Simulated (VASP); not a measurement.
Wanted: the native input for a VASP 6.6.1 run.

| Property | Result |
| --- | --- |
| Task | single point |
| Functional | PBE |
| Potentials or basis | VASP PAW PBE potentials, release 64 (K_sv) |
| Cutoff | 520 eV |
| k mesh | 8 × 8 × 8 |
| Occupations | fermi-dirac, width 0.1 eV |
| Spin | no spin polarisation |
| Dipole correction | no |
| Further INCAR settings | ALGO = Normal; EDIFF = 1e-06; NBANDS = 16 |

The structure of K lies in POSCAR:

```
K
1.0
    0.0000000000      4.5342264190      4.5342264190
    4.5342264190      0.0000000000      4.5342264190
    4.5342264190      4.5342264190      0.0000000000
K
2
Direct
   -0.1250000000     -0.1250000000     -0.1250000000
    0.1250000000      0.1250000000      0.1250000000
```

This isn't the form of K at room conditions, which is bcc.

These files were run (other wordings do the same):

INCAR

```
PREC = Accurate
ENCUT = 520
EDIFF = 1E-6
ISMEAR = -1
SIGMA = 0.1
LREAL = False
LASPH = True
NELM = 80
ALGO = Normal
ISIF = 2
LWAVE = False
LCHARG = False
GGA = PE
NBANDS = 16
```

KPOINTS

```
Automatic mesh
0
Gamma
  8 8 8
```

Potentials or basis: VASP PAW PBE potentials, release 64 (K_sv).

Launch:

```sh
$ cat potpaw_PBE.64/K_sv/POTCAR > POTCAR
$ mpirun -np 1 vasp_std > vasp.out
```

Results of the run:

```
Pressure               : 0.3 GPa
Band gap on the k mesh : zero (bands 9 and 10 overlap by 0.54 eV)
```

Run time: 94 s on 1 thread of Intel(R) Xeon(R) 6975P-C (Granite Rapids) (shared host), peak memory 0.33 GiB.
